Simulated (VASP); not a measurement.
# CrAgO2 (R-3m) in VASP: notebook, part 2 of 2

VASP 6.6.1. Earlier steps stand in the parts before.

## Step 3: Single point, LDA+U, collinear spin, ferrimagnetic start

INCAR reads:

```
SYSTEM = CrAgO2
PREC = Accurate ; ENCUT = 520
EDIFF = 1E-6 ; ISMEAR = 0
SIGMA = 0.05 ; LREAL = .FALSE.
LASPH = .TRUE. ; NELM = 150
ALGO = Normal ; ISIF = 2
LWAVE = .FALSE. ; LCHARG = .TRUE.
ISPIN = 2 ; MAGMOM = 2.72 0 -0.03 -0.03
LORBIT = 11 ; LMAXMIX = 4
LDAU = .TRUE. ; LDAUTYPE = 1
LDAUL = 2 -1 -1 ; LDAUU = 6 0 0
LDAUJ = 0.7 0 0 ; LDAUPRINT = 1
LELF = .TRUE. ; LVHAR = .TRUE.
NBANDS = 30
```

KPOINTS reads:

```
Automatic mesh
0
G
  7 7 7
  0 0 0
```

POSCAR reads:

```
CrAgO2
1.0
    1.4925004200      0.8616955200      6.1699979900
   -1.4925004200      0.8616955200      6.1699979900
    0.0000000000     -1.7233910300      6.1699979900
Cr Ag O
1 1 2
Direct
    0.5000000000      0.5000000000      0.5000000000
    0.0000000000      0.0000000000      0.0000000000
    0.1119000000      0.1119000000      0.1119000000
    0.8881000000      0.8881000000      0.8881000000
```

Potentials or basis: VASP PAW LDA potentials, release 64 (Cr_pv, Ag, O).

The run is started by

```
> cat potpaw_LDA.64/Cr_pv/POTCAR potpaw_LDA.64/Ag/POTCAR potpaw_LDA.64/O/POTCAR > POTCAR
> mpirun -np 1 vasp_std > vasp.out
```

OUTCAR:

```text
SYSTEM = CrAgO2
   PREC = Accurate
   ENCUT = 520
   EDIFF = 1E-6
   ISMEAR = 0
   LREAL = .FALSE.
   LASPH = .TRUE.
   NELM = 150
   ISIF = 2
   ISPIN = 2
   LORBIT = 11

 ion  position               nearest neighbor table
   1  0.500  0.500  0.500-   3 2.00   4 2.00   3 2.00   3 2.00   4 2.00   4 2.00
   2  0.000  0.000  0.000-   3 2.07   4 2.07
   3  0.112  0.112  0.112-   1 2.00   1 2.00   1 2.00   2 2.07
   4  0.888  0.888  0.888-   1 2.00   1 2.00   1 2.00   2 2.07

  LATTYP: Found a trigonal (rhomboedric) cell.
 ALAT       =     6.4061651453
 COS(alpha) =     0.8914417941

  Lattice vectors:

 A1 = (   1.4925004200,   0.8616955200,   6.1699979900)
 A2 = (  -1.4925004200,   0.8616955200,   6.1699979900)
 A3 = (   0.0000000000,  -1.7233910300,   6.1699979900)

Analysis of symmetry for initial positions (statically):
=====================================================================
 Subroutine PRICEL returns:
 Original cell was already a primitive cell.

 Routine SETGRP: Setting up the symmetry group for a
 trigonal (rhombohedral) supercell.

 Subroutine GETGRP returns: Found 12 space group operations
 (whereof 12 operations were pure point group operations)
 out of a pool of 12 trial point group operations.

The static configuration has the point symmetry D_3d.

Analysis of symmetry for dynamics (positions and initial velocities):
=====================================================================
 Subroutine PRICEL returns:
 Original cell was already a primitive cell.

 Routine SETGRP: Setting up the symmetry group for a
 trigonal (rhombohedral) supercell.

 Subroutine GETGRP returns: Found 12 space group operations
 (whereof 12 operations were pure point group operations)
 out of a pool of 12 trial point group operations.

The dynamic configuration has the point symmetry D_3d.

Analysis of structural, dynamic, and magnetic symmetry:
=====================================================================
 Subroutine PRICEL returns:
 Original cell was already a primitive cell.

[... 190 lines left out ...]
  ext. energy  EPLUGINS =         0.00000000
  ---------------------------------------------------
  free energy    TOTEN  =       -28.12791058 eV

  energy without entropy =      -28.12791058  energy(sigma->0) =      -28.12791058

 E-fermi :   5.7869     XC(G=0): -12.1884

 val. band max:        5.5664939825   @ k =  -0.4286   0.4286   0.0000
 cond. band min:       7.4084051151   @ k =   0.0000   0.0000   0.0000
 fundamental gap:      1.8419111327
 Fermi energy:         5.7868510703

 spin component 1

 k-point     1 :       0.0000    0.0000    0.0000
  band No.  band energies     occupation
      1     -37.9206      1.00000
      2     -37.8857      1.00000
      3     -37.8857      1.00000
      4     -13.1554      1.00000
      5     -11.5647      1.00000
      6      -2.0136      1.00000
[... 1529 lines left out ...]
     28      20.3404      0.00000
     29      20.7488      0.00000

 [... further k-points ...]

 [bands above 29 left out]

------------------------ aborting loop because EDIFF is reached ----------------------------------------

  FORCE on cell =-STRESS in cart. coord.  units (eV):
  Direction    XX          YY          ZZ          XY          YZ          ZX
  --------------------------------------------------------------------------------------
  -------------------------------------------------------------------------------------
  Total       -0.6322475     -0.6322475     -2.0729497     -0.0000000     -0.0000000     -0.0000000
  in kB      -21.2761551    -21.2761550    -69.7581221     -0.0000000     -0.0000000     -0.0000000
  external PRESSURE =     -37.4368107 kB  Pullay stress =       0.0000000 kB

 VOLUME and BASIS-vectors are now :
 -----------------------------------------------------------------------------
  energy-cutoff  :      520.00
  volume of cell :       47.61
      direct lattice vectors                 reciprocal lattice vectors
     1.492500420  0.861695520  6.169997990     0.335008281  0.193417122  0.054024869
    -1.492500420  0.861695520  6.169997990    -0.335008281  0.193417122  0.054024869
     0.000000000 -1.723391030  6.169997990     0.000000000 -0.386834244  0.054024869

 POSITION                                       TOTAL-FORCE (eV/Angst)
 -----------------------------------------------------------------------------------
      0.00000      0.00000      9.25500        -0.000000      0.000000      0.000000
      0.00000      0.00000      0.00000         0.000000      0.000000      0.000000
      0.00000      0.00000      2.07127         0.000000      0.000000      0.038182
      0.00000      0.00000     16.43873         0.000000     -0.000000     -0.038182
 -----------------------------------------------------------------------------------
    total drift:                               -0.000000      0.000000     -0.000000

  FREE ENERGIE OF THE ION-ELECTRON SYSTEM (eV)
  ---------------------------------------------------
  free  energy   TOTEN  =       -28.1279105826 eV

  energy  without entropy=      -28.1279105826  energy(sigma->0) =      -28.12791058

 total charge

# of ion       s       p       d       tot
------------------------------------------
    1        0.307   6.361   4.005  10.673
    2        0.407   0.279   9.164   9.850
    3        1.541   3.476   0.000   5.017
    4        1.541   3.476   0.000   5.017
--------------------------------------------------
tot          3.796  13.592  13.169  30.557

 magnetization (x)

# of ion       s       p       d       tot
------------------------------------------
    1        0.028   0.022   2.867   2.917
    2        0.013   0.006   0.001   0.020
    3       -0.002  -0.014   0.000  -0.016
    4       -0.002  -0.014   0.000  -0.016
--------------------------------------------------
tot          0.036  -0.000   2.868   2.904
```

OSZICAR:

```text
N       E                     dE             d eps       ncg     rms          rms(c)
DAV:   1     0.337806487942E+03    0.33781E+03   -0.18076E+04  5304   0.122E+03
DAV:   2    -0.108520580716E+02   -0.34866E+03   -0.32828E+03  5612   0.362E+02
DAV:   3    -0.311225751328E+02   -0.20271E+02   -0.19966E+02  6246   0.959E+01
DAV:   4    -0.313294023988E+02   -0.20683E+00   -0.20633E+00  5648   0.101E+01
DAV:   5    -0.313315010995E+02   -0.20987E-02   -0.20986E-02  5992   0.102E+00    0.231E+01
DAV:   6    -0.302495207940E+02    0.10820E+01   -0.42126E+01  6870   0.533E+01    0.323E+01
DAV:   7    -0.280863946225E+02    0.21631E+01   -0.82240E+00  5876   0.377E+01    0.161E+01
DAV:   8    -0.281419065253E+02   -0.55512E-01   -0.73582E-01  6084   0.645E+00    0.743E+00
DAV:   9    -0.281259790909E+02    0.15927E-01   -0.88091E-02  5872   0.368E+00    0.361E+00
DAV:  10    -0.281260210246E+02   -0.41934E-04   -0.49029E-02  5752   0.236E+00    0.168E+00
DAV:  11    -0.281275910806E+02   -0.15701E-02   -0.65585E-03  5796   0.568E-01    0.102E+00
DAV:  12    -0.281278267373E+02   -0.23566E-03   -0.13569E-03  5920   0.473E-01    0.323E-01
DAV:  13    -0.281278818943E+02   -0.55157E-04   -0.56099E-04  5656   0.159E-01    0.169E-01
DAV:  14    -0.281279104558E+02   -0.28561E-04   -0.32442E-05  5714   0.614E-02    0.100E-01
DAV:  15    -0.281279105826E+02   -0.12673E-06   -0.85703E-06  5976   0.256E-02
   1 F= -.28127911E+02 E0= -.28127911E+02  d E =-.930943E-12  mag=     2.9998
```

stdout:

```text
POSCAR found type information on POSCAR CrAgO
 POSCAR found :  3 types and       4 ions
 scaLAPACK will be used
 LDA part: xc-table for (Slater(with rela. corr.)+CA(PZ))
 , standard interpolation
 POSCAR, INCAR and KPOINTS ok, starting setup
 FFT: planning ... GRIDC
 FFT: planning ... GRID_SOFT
 FFT: planning ... GRID
 WAVECAR not read
 entering main loop
```

Run time: 2.5 min. Hardware: 1 thread of Intel Xeon 6975P-C (Granite Rapids), shared host; peak memory 0.34 GiB.

What came out:

- Free energy: -28.1279 eV
- Pressure: -3.7 GPa
- Largest force: 0.038 eV/Å
- Band gap on the k mesh: 1.84 eV, indirect (least direct gap 2.82 eV)
- Net moment: 3.00 μB per cell
- Site moments: Cr +2.92; Ag +0.02; O -0.02 μB
- Valence electrons inside the program's atomic spheres: Cr 10.67; Ag 9.85; O 5.02

Forces in eV/Å, atoms in the order of the input:
```
Cr   0.000  0.000  0.000
Ag   0.000  0.000  0.000
O    0.000  0.000  0.038
O    0.000  0.000 -0.038
```

Levels at points of the mesh, in eV from the valence-band top:
Spin up:
```
           k point  band 16  band 17  band 18  band 19  band 20  band 21  band 22  band 23
(0.00, 0.00, 0.00)    -1.91    -1.91    -1.57    -1.57     2.26     3.93     4.22     4.22
```
Spin down:
```tsv
k point	band 14	band 15	band 16	band 17	band 18	band 19
(0.00, 0.00, 0.00)	-2.14	-1.53	-1.53	1.84	4.33	4.33
```

Eigenvalues of the final occupation matrices:
| site | spin | trace | eigenvalues |
| --- | --- | --- | --- |
| site 1 d | 1 | 3.45 | 0.29 0.29 0.95 0.96 0.96 |
| site 1 d | 2 | 0.58 | 0.04 0.05 0.05 0.22 0.22 |

Caveat: a cell with one magnetic atom can't hold antiferromagnetic order, which such compounds often take. The state reached can hang on the start; a lower one may exist.
